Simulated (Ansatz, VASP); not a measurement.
## Two plane-wave programs on AlN

```
Al N
1.0
    -1.43922    1.43922    2.03540
     1.43922   -1.43922    2.03540
     1.43922    1.43922   -2.03540
Al N
1 1
Direct
  0.00001 0.00001 0.00000
  0.49999 0.49999 0.00000
```

Alike in both runs: functional PBE; k mesh 8 × 8 × 8; occupations gaussian, width 0.1 eV; no spin polarisation.

Ansatz relaxed the structure, and its values are those at the end. VASP's run is a single point on that final structure, the one shown.

```csv
,VASP,Ansatz
version,VASP 6.6.1,Ansatz 0.2.0
potentials or method,"VASP PAW PBE potentials, release 64 (Al, N), cutoff 520 eV","scalar-relativistic, plane waves, PAW"
valence electrons in the cell,8,8
```

|  | VASP | Ansatz | Ansatz less VASP |
| --- | --- | --- | --- |
| gap on the k mesh at the Fermi level (eV) | 4.41 | 4.43 | +0.022 |
| least direct gap on the mesh (eV) | 5.39 | 5.38 | -0.010 |
| pressure (GPa) | -0.3 | 0.0 | +0.27 |
